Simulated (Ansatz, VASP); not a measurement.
# NaH2: VASP beside Ansatz

```
Na H
1.0
     2.77742   -4.24902    0.00000
     2.77742    4.24902    0.00000
     0.00000    0.00000    4.64958
Na H
2 4
Direct
  0.67116 0.32884 0.25000
  0.32884 0.67116 0.75000
  0.05550 0.08413 0.25000
  0.91587 0.94450 0.25000
  0.08413 0.05550 0.75000
  0.94450 0.91587 0.75000
```

Alike in both runs: functional PBE; k mesh 6 × 6 × 4; occupations gaussian, width 0.1 eV; no spin polarisation.

Ansatz relaxed the structure, and its values are those at the end. VASP's run is a single point on that final structure, the one shown.

```csv
,VASP,Ansatz
version,VASP 6.6.1,Ansatz 0.2.0
potentials or method,"VASP PAW PBE potentials, release 64 (Na_pv, H), cutoff 520 eV","scalar-relativistic, plane waves, PAW"
valence electrons in the cell,18,22
```

VASP gave:

| Property | Result |
| --- | --- |
| gap on the k mesh at the Fermi level (eV) | none |
| pressure (GPa) | 0.0 |
| rms of the force components (eV/Å) | 0.010 |

Q: Estimate Ansatz's values.

A: gap on the k mesh at the Fermi level (eV): none; pressure (GPa): 0.1; rms of the force components (eV/Å): 0.008.

A gap of «none» marks a metal or a gap that the smearing closes. VASP's potentials hold 18 valence electrons a cell and Ansatz's 22, so a difference there can come from the potentials and not from the codes.
